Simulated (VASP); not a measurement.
# CoO (R-3m) in VASP: further runs

CoO is run at these levels: PBEsol; tasks: single point.

Everything below comes from runs of VASP 6.6.1. Logs are shortened: lines on timing, memory, paths and dates and some standing lists are left out, and cuts for length are marked.

### Step 1. The cell of the first run

The structure is trigonal, space group R-3m (No. 166). The conventional cell has a = 3.252 Å, b = 3.252 Å, c = 7.027 Å, α = 90.00°, β = 90.00°, γ = 120.00°. Within 3.1 Å of Co (site symmetry -3m) lie 6 O at 2.21 Å and 6 Co at 3.00 Å. O (site symmetry -3m) has 6 Co at 2.21 Å and 6 O at 3.00 Å within 3.1 Å.

### Step 2. Single point, PBEsol, collinear spin, ferromagnetic start (strain +0.080 along x and y, -0.040 along z)

INCAR

```
  PREC = Accurate
  ENCUT = 520
  EDIFF = 1E-6
  ISMEAR = 0
  SIGMA = 0.15
  LREAL = False
  LASPH = True
  NELM = 150
  ALGO = Normal
  ISIF = 2
  LWAVE = False
  LCHARG = True
  ISPIN = 2
  MAGMOM = 2.64 0.33
  LORBIT = 11
  LMAXMIX = 4
  GGA = PS
  LELF = True
  LVHAR = True
  NBANDS = 18
```

KPOINTS

```
regular mesh
0
Gamma
  18 18 18
```

POSCAR

```
CoO
1.0
    1.6259071081      0.9387179065      2.3423298300
   -1.6259071081      0.9387179065      2.3423298300
    0.0000000000     -1.8774358131      2.3423298300
Co O
1 1
Direct
    0.0000000000      0.0000000000      0.0000000000
    0.5000000000      0.5000000000      0.5000000000
```

Potentials or basis: VASP PAW PBE potentials, release 64 (Co, O).

Run with:

```sh
$ cat potpaw_PBE.64/Co/POTCAR potpaw_PBE.64/O/POTCAR > POTCAR
$ mpirun -np 1 vasp_std > vasp.out
```

OUTCAR:

```text
PREC = Accurate
   ENCUT = 520
   EDIFF = 1E-6
   ISMEAR = 0
   LREAL = False
   LASPH = True
   NELM = 150
   ISIF = 2
   ISPIN = 2
   LORBIT = 11
   GGA = PS

 ion  position               nearest neighbor table
   1  0.000  0.000  0.000-   2 2.21   2 2.21   2 2.21   2 2.21   2 2.21   2 2.21
   2  0.500  0.500  0.500-   1 2.21   1 2.21   1 2.21   1 2.21   1 2.21   1 2.21

  LATTYP: Found a trigonal (rhomboedric) cell.
 ALAT       =     3.0018784560
 COS(alpha) =     0.4132741172

  Lattice vectors:

 A1 = (   1.6259071081,   0.9387179065,   2.3423298300)
 A2 = (  -1.6259071081,   0.9387179065,   2.3423298300)
 A3 = (   0.0000000000,  -1.8774358131,   2.3423298300)

Analysis of symmetry for initial positions (statically):
=====================================================================
 Subroutine PRICEL returns:
 Original cell was already a primitive cell.

 Routine SETGRP: Setting up the symmetry group for a
 trigonal (rhombohedral) supercell.

 Subroutine GETGRP returns: Found 12 space group operations
 (whereof 12 operations were pure point group operations)
 out of a pool of 12 trial point group operations.

The static configuration has the point symmetry D_3d.

Analysis of symmetry for dynamics (positions and initial velocities):
=====================================================================
 Subroutine PRICEL returns:
 Original cell was already a primitive cell.

 Routine SETGRP: Setting up the symmetry group for a
 trigonal (rhombohedral) supercell.

 Subroutine GETGRP returns: Found 12 space group operations
 (whereof 12 operations were pure point group operations)
 out of a pool of 12 trial point group operations.

The dynamic configuration has the point symmetry D_3d.

Analysis of structural, dynamic, and magnetic symmetry:
=====================================================================
 Subroutine PRICEL returns:
 Original cell was already a primitive cell.

 Routine SETGRP: Setting up the symmetry group for a
 trigonal (rhombohedral) supercell.

 Subroutine GETGRP returns: Found 12 space group operations
 (whereof 12 operations were pure point group operations)
 out of a pool of 12 trial point group operations.

The overall configuration has the point symmetry D_3d.

 Subroutine INISYM returns: Found 12 space group operations
 (whereof 12 operations are pure point group operations),
 and found     1 'primitive' translations

----------------------------------------------------------------------------------------

                                     Primitive cell

  volume of cell :      21.4501

  direct lattice vectors                    reciprocal lattice vectors
     1.625907108  0.938717906  2.342329830     0.307520643  0.177547126  0.142308452
    -1.625907108  0.938717906  2.342329830    -0.307520643  0.177547126  0.142308452
     0.000000000 -1.877435813  2.342329830     0.000000000 -0.355094253  0.142308452

  length of vectors
     3.001878456  3.001878456  3.001878456     0.382548852  0.382548852  0.382548852

  position of ions in fractional coordinates (direct lattice)
     0.000000000  0.000000000  0.000000000
     0.500000000  0.500000000  0.500000000

  ion indices of the primitive-cell ions
   primitive index   ion index
                 1           1
                 2           2

----------------------------------------------------------------------------------------

 KPOINTS: regular mesh

Automatic generation of k-mesh.
 Grid dimensions read from file:
 generate k-points for:   18   18   18

 Generating k-lattice:

  Cartesian coordinates                     Fractional coordinates (reciprocal lattice)
     0.017084480  0.009863729  0.007906025     0.055555556  0.000000000  0.000000000
    -0.017084480  0.009863729  0.007906025     0.000000000  0.055555556  0.000000000
     0.000000000 -0.019727458  0.007906025     0.000000000  0.000000000  0.055555556

  Length of vectors
     0.021252714  0.021252714  0.021252714

  Shift w.r.t. Gamma in fractional coordinates (k-lattice)
     0.000000000  0.000000000  0.000000000

 Subroutine IBZKPT returns following result:
 ===========================================

 Found    580 irreducible k-points:

 Following reciprocal coordinates:
            Coordinates               Weight
  0.000000  0.000000  0.000000      1.000000
  0.055556  0.000000  0.000000      6.000000
  0.111111  0.000000  0.000000      6.000000
  0.166667  0.000000  0.000000      6.000000
  0.222222  0.000000  0.000000      6.000000
  0.277778  0.000000  0.000000      6.000000
[... 16 lines left out ...]
 -0.277778  0.055556  0.000000     12.000000
 -0.222222  0.055556  0.000000     12.000000
 [... further k-points ...]
   k-points           NKPTS =    580   k-points in BZ     NKDIM =    580   number of bands    NBANDS=     18
   number of dos      NEDOS =    301   number of ions     NIONS =      2
   total plane-waves  NPLWV =  13824
   dimension x,y,z NGX =    24 NGY =   24 NGZ =   24
   dimension x,y,z NGXF=    48 NGYF=   48 NGZF=   48
   ions per type =               1   1
   NGX,Y,Z   is equivalent  to a cutoff of  13.29, 13.29, 13.29 a.u.
   NGXF,Y,Z  is equivalent  to a cutoff of  26.58, 26.58, 26.58 a.u.
 SYSTEM =  unknown system
   PREC   = accura    normal or accurate (medium, high low for compatibility)
   ISTART =      0    job   : 0-new  1-cont  2-samecut
   ICHARG =      2    charge: 1-file 2-atom 10-const
   ISPIN  =      2    spin polarized calculation?
   LNONCOLLINEAR =      F non collinear calculations
   LSORBIT =      F    spin-orbit coupling
   LASPH  =      T    aspherical Exc in radial PAW
   ENCUT  =  520.0 eV  38.22 Ry    6.18 a.u.   5.58  5.58  5.58*2*pi/ulx,y,z
   NELM   =    150;   NELMIN=  2; NELMDL= -5     # of ELM steps
   EDIFF  = 0.1E-05   stopping-criterion for ELM
   LREAL  =      F    real-space projection
   EDIFFG = 0.1E-04   stopping-criterion for IOM
   NSW    =      0    number of steps for IOM
   IBRION =     -1    ionic relax: 0-MD 1-quasi-New 2-CG
   NFREE  =      0    steps in history (QN), initial steepest desc. (CG)
   ISIF   =      2    stress and relaxation
   ISYM   =      2    0-nonsym 1-usesym 2-fastsym
   POTIM  = 0.5000    time-step for ionic-motion
   TEBEG  =    0.0;   TEEND  =   0.0 temperature during run
   PSTRESS=    0.0 pullay stress
   NELECT =      15.0000    total number of electrons
   NUPDOWN=      -1.0000    fix difference up-down
   EMIN   =  10.00;   EMAX   =-10.00  energy-range for DOS
   EFERMI =   0.00;   METHOD = LEGACY
   ISMEAR =     0;   SIGMA  =   0.15  broadening in eV -4-tet -1-fermi 0-gaus
   EFERMI_NEDOS =   21; number of points for ismear=-14 and -15
   IALGO  =     38    algorithm
   IMIX   =      4    mixing-type and parameters
     AMIX     =   0.40;   BMIX     =  1.00
     AMIX_MAG =   1.60;   BMIX_MAG =  1.00
  volume/ion in A,a.u.               =      10.73        72.38
  Fermi-wavevector in a.u.,A,eV,Ry     =   1.453099  2.745959 28.728657  2.111497
  Thomas-Fermi vector in A             =   2.570405
   LORBIT       =     11    0 simple, 1 ext, 2 COOP (PROOUT), +10 PAW based schemes
   GGA     = PS    functional components
   LHFCALC =     F    Hartree Fock is set to
   AEXX    =    0.0000 exact exchange contribution
   IVDW    =     0    specifies the selected vdW correction
   LEPSILON=     F    determine dielectric tensor
   LRPA    =     F    only Hartree local field effects (RPA)
 spin polarized calculation
 Gauss-broadening in eV      SIGMA  =   0.15
  energy-cutoff  :      520.00
  volume of cell :       21.45
 maximum number of plane-waves:       589
   NGX = 11   NGY = 11   NGZ = 11

 number of electron      15.0000006 magnetization       2.9945710

 Free energy of the ion-electron system (eV)
  ---------------------------------------------------
  ext. energy  EPLUGINS =         0.00000000
  ---------------------------------------------------
  free energy    TOTEN  =       -13.70390872 eV

  energy without entropy =      -13.66892711  energy(sigma->0) =      -13.68641792

 E-fermi :   6.3328     XC(G=0): -12.0844

 val. band max:        6.3328206325   @ k =  -0.2222  -0.2222   0.0556
 cond. band min:       6.3361260248   @ k =  -0.3333  -0.3333   0.1667
 fundamental gap:      0.0033053923
 Fermi energy:         6.3328466951

 spin component 1

 k-point     1 :       0.0000    0.0000    0.0000
  band No.  band energies     occupation
      1     -12.8938      1.00000
      2       3.0458      1.00000
      3       3.0458      1.00000
      4       3.2719      1.00000
      5       3.2719      1.00000
      6       3.4329      1.00000
[... 10 lines left out ...]
     17      28.1352      0.00000
     18      30.0471      0.00000
[... 463 lines left out ...]
 k-point    24 :      -0.2222    0.0556    0.0000
  band No.  band energies     occupation
      1     -12.4707      1.00000
      2       0.6867      1.00000
      3       1.6004      1.00000
      4       1.9918      1.00000
      5       3.4750      1.00000
      6       3.7110      1.00000
[... 10 lines left out ...]
     17      31.2229      0.00000
     18      32.1283      0.00000

 [... further k-points ...]

 spin component 2

 k-point     1 :       0.0000    0.0000    0.0000
  band No.  band energies     occupation
      1     -12.3342      1.00000
      2       4.0398      1.00000
      3       4.0398      1.00000
      4       4.7030      1.00000
      5       5.2655      1.00000
      6       5.2655      1.00000
[... 10 lines left out ...]
     17      29.0216      0.00000
     18      30.8113      0.00000
[... 463 lines left out ...]
 k-point    24 :      -0.2222    0.0556    0.0000
  band No.  band energies     occupation
      1     -11.8954      1.00000
      2       1.3923      1.00000
      3       2.9715      1.00000
      4       3.4951      1.00000
      5       5.7059      1.00000
      6       5.9067      0.99997
[... 10 lines left out ...]
     17      31.6897      0.00000
     18      32.7083      0.00000

 [... further k-points ...]

------------------------ aborting loop because EDIFF is reached ----------------------------------------

  FORCE on cell =-STRESS in cart. coord.  units (eV):
  Direction    XX          YY          ZZ          XY          YZ          ZX
  --------------------------------------------------------------------------------------
  -------------------------------------------------------------------------------------
  Total       -3.6462973     -3.6462973     -2.7529374      0.0000000      0.0000000      0.0000000
  in kB     -272.3532289   -272.3532289   -205.6254126      0.0000000      0.0000000      0.0000000
  external PRESSURE =    -250.1106235 kB  Pullay stress =       0.0000000 kB

 VOLUME and BASIS-vectors are now :
 -----------------------------------------------------------------------------
  energy-cutoff  :      520.00
  volume of cell :       21.45
      direct lattice vectors                 reciprocal lattice vectors
     1.625907108  0.938717906  2.342329830     0.307520643  0.177547126  0.142308452
    -1.625907108  0.938717906  2.342329830    -0.307520643  0.177547126  0.142308452
     0.000000000 -1.877435813  2.342329830     0.000000000 -0.355094253  0.142308452

 POSITION                                       TOTAL-FORCE (eV/Angst)
 -----------------------------------------------------------------------------------
      0.00000      0.00000      0.00000         0.000000     -0.000000      0.000000
      0.00000     -0.00000      3.51349         0.000000      0.000000      0.000000
 -----------------------------------------------------------------------------------
    total drift:                               -0.000000      0.000000     -0.000000

  FREE ENERGIE OF THE ION-ELECTRON SYSTEM (eV)
  ---------------------------------------------------
  free  energy   TOTEN  =       -13.7039087202 eV

  energy  without entropy=      -13.6689271140  energy(sigma->0) =      -13.68641792

 total charge

# of ion       s       p       d       tot
------------------------------------------
    1        0.273   0.295   7.075   7.642
    2        1.553   3.342   0.000   4.895
--------------------------------------------------
tot          1.826   3.637   7.075  12.538

 magnetization (x)

# of ion       s       p       d       tot
------------------------------------------
    1        0.017   0.015   2.575   2.607
    2        0.025   0.303   0.000   0.328
--------------------------------------------------
tot          0.042   0.317   2.575   2.934
```

It took 4 min on 1 thread of Intel Xeon Platinum 8488C (Sapphire Rapids), shared host; peak memory 0.43 GiB.

Results:

| Item | Value |
| --- | --- |
| Free energy | -13.7039 eV |
| Pressure | -25.0 GPa |
| Band gap on the k mesh | zero (filled and empty bands overlap) |
| Net moment | 2.99 μB per cell |
| Site moments | Co +2.61; O +0.33 μB |
| Valence electrons inside the program's atomic spheres | Co 7.64; O 4.89 |

Stress tensor (GPa, compression positive):
```
-27.24   0.00   0.00
  0.00 -27.24   0.00
  0.00   0.00 -20.56
```

Levels at points of the mesh, in eV from the Fermi level:
Spin up:
```tsv
k point	band 7	band 8	band 9	band 10	band 11	band 12
(0.00, 0.00, 0.00)	-2.90	-2.70	-2.28	0.40	15.99	16.22
(0.50, 0.00, 0.00)	-1.90	-0.26	-0.10	4.84	7.87	12.56
(0.50, 0.50, 0.00)	-2.62	-2.18	-2.16	5.07	8.91	11.32
(0.50, 0.50, 0.50)	-1.60	-0.07	-0.07	4.21	9.58	11.04
```
Spin down:
```csv
k point,band 4,band 5,band 6,band 7,band 8,band 9
"(0.00, 0.00, 0.00)",-1.63,-1.07,-1.07,-0.73,0.05,0.05
"(0.50, 0.00, 0.00)",-3.40,-0.33,-0.25,0.38,2.13,2.35
"(0.50, 0.50, 0.00)",-2.76,-1.84,0.07,0.10,0.47,0.64
"(0.50, 0.50, 0.50)",-4.39,0.10,0.10,0.35,2.44,2.44
```

Caveat: the cell differs from its parent crystal (strain +0.080 along x and y, -0.040 along z); the cell stands under tension; the PAW data sets were made with another functional, which shifts forces and pressure a little; a cell with one magnetic atom can't hold antiferromagnetic order, which such compounds often take; semilocal functionals often make such compounds metallic where correlation or magnetic order opens a gap, which also shifts bond lengths.

### Step 3. Single point, PBEsol, collinear spin, ferromagnetic start (strain +0.040 along x and y, -0.080 along z)

INCAR

```
SYSTEM = CoO
PREC     = Accurate       ! precision mode
ENCUT    = 520            ! plane-wave cutoff, eV
EDIFF    = 1E-6           ! SCF threshold, eV
ISMEAR   = 0              ! smearing method
SIGMA    = 0.15           ! smearing width, eV
LREAL    = .False.        ! projectors in reciprocal space
LASPH    = .True.         ! aspherical terms in the spheres
NELM     = 150            ! most SCF steps
ALGO     = Normal         ! electronic algorithm
ISIF     = 2              ! what is computed and relaxed
LWAVE    = .False.        ! write WAVECAR
LCHARG   = .True.         ! write CHGCAR
ISPIN    = 2              ! spin polarisation
MAGMOM   = 2.64 0.33      ! initial moments
LORBIT   = 11             ! projections on sites
LMAXMIX  = 4              ! l up to which the mixer works
GGA      = PS             ! functional
LELF     = .True.         ! ELF
LVHAR    = .True.       
NBANDS   = 18             ! bands
```

KPOINTS

```
regular mesh
0
Gamma
  18 18 18
  0 0 0
```

POSCAR

```
CoO
1.0
    1.5656883263      0.9039505767      2.2447327537
   -1.5656883263      0.9039505767      2.2447327537
    0.0000000000     -1.8079011533      2.2447327537
Co O
1 1
Direct
    0.0000000000      0.0000000000      0.0000000000
    0.5000000000      0.5000000000      0.5000000000
```

Potentials or basis: VASP PAW PBE potentials, release 64 (Co, O).

Run with:

```sh
$ cat potpaw_PBE.64/Co/POTCAR potpaw_PBE.64/O/POTCAR > POTCAR
$ mpirun -np 1 vasp_std > vasp.out
```

OUTCAR:

```text
SYSTEM = CoO
   PREC = Accurate
   ENCUT = 520
   EDIFF = 1E-6
   ISMEAR = 0
   LREAL = .False.
   LASPH = .True.
   NELM = 150
   ISIF = 2
   ISPIN = 2
   LORBIT = 11
   GGA = PS

 ion  position               nearest neighbor table
   1  0.000  0.000  0.000-   2 2.13   2 2.13   2 2.13   2 2.13   2 2.13   2 2.13
   2  0.500  0.500  0.500-   1 2.13   1 2.13   1 2.13   1 2.13   1 2.13   1 2.13

  LATTYP: Found a trigonal (rhomboedric) cell.
 ALAT       =     2.8822442151
 COS(alpha) =     0.4098273624

  Lattice vectors:

 A1 = (   1.5656883263,   0.9039505767,   2.2447327537)
 A2 = (  -1.5656883263,   0.9039505767,   2.2447327537)
 A3 = (   0.0000000000,  -1.8079011533,   2.2447327537)
[... 1224 lines left out ...]
 -----------------------------------------------------------------------------
  energy-cutoff  :      520.00
  volume of cell :       19.06
      direct lattice vectors                 reciprocal lattice vectors
     1.565688326  0.903950577  2.244732754     0.319348360  0.184375862  0.148495777
    -1.565688326  0.903950577  2.244732754    -0.319348360  0.184375862  0.148495777
     0.000000000 -1.807901153  2.244732754     0.000000000 -0.368751724  0.148495777

 POSITION                                       TOTAL-FORCE (eV/Angst)
 -----------------------------------------------------------------------------------
      0.00000      0.00000      0.00000         0.000000      0.000000      0.000000
      0.00000      0.00000      3.36710         0.000000     -0.000000     -0.000000
 -----------------------------------------------------------------------------------
    total drift:                               -0.000000      0.000000     -0.000000

  FREE ENERGIE OF THE ION-ELECTRON SYSTEM (eV)
  ---------------------------------------------------
  free  energy   TOTEN  =       -13.9786821790 eV

  energy  without entropy=      -13.9447617087  energy(sigma->0) =      -13.96172194

 total charge

# of ion       s       p       d       tot
------------------------------------------
    1        0.303   0.367   7.150   7.820
    2        1.552   3.396   0.000   4.948
--------------------------------------------------
tot          1.855   3.763   7.150  12.768

 magnetization (x)

# of ion       s       p       d       tot
------------------------------------------
    1        0.018   0.018   2.474   2.510
    2        0.029   0.273   0.000   0.302
--------------------------------------------------
tot          0.047   0.291   2.474   2.812
```

Wall time 8.3 min (1 thread of Intel Xeon 8259CL, shared host); peak memory 0.4 GiB.

Results:

```
Free energy                                           : -13.9787 eV
Pressure                                              : -11.1 GPa
Net moment                                            : 2.86 μB per cell
Site moments                                          : Co +2.51; O +0.30 μB
Valence electrons inside the program's atomic spheres : Co 7.82; O 4.95
```

Stress tensor (GPa, compression positive):
```
-12.36   0.00   0.00
  0.00 -12.36   0.00
  0.00   0.00  -8.46
```

Caveat: the cell differs from its parent crystal (strain +0.040 along x and y, -0.080 along z); the cell stands under tension; the PAW data sets were made with another functional, which shifts forces and pressure a little; a cell with one magnetic atom can't hold antiferromagnetic order, which such compounds often take; semilocal functionals often make such compounds metallic where correlation or magnetic order opens a gap, which also shifts bond lengths.

[end of part 1 of 2]
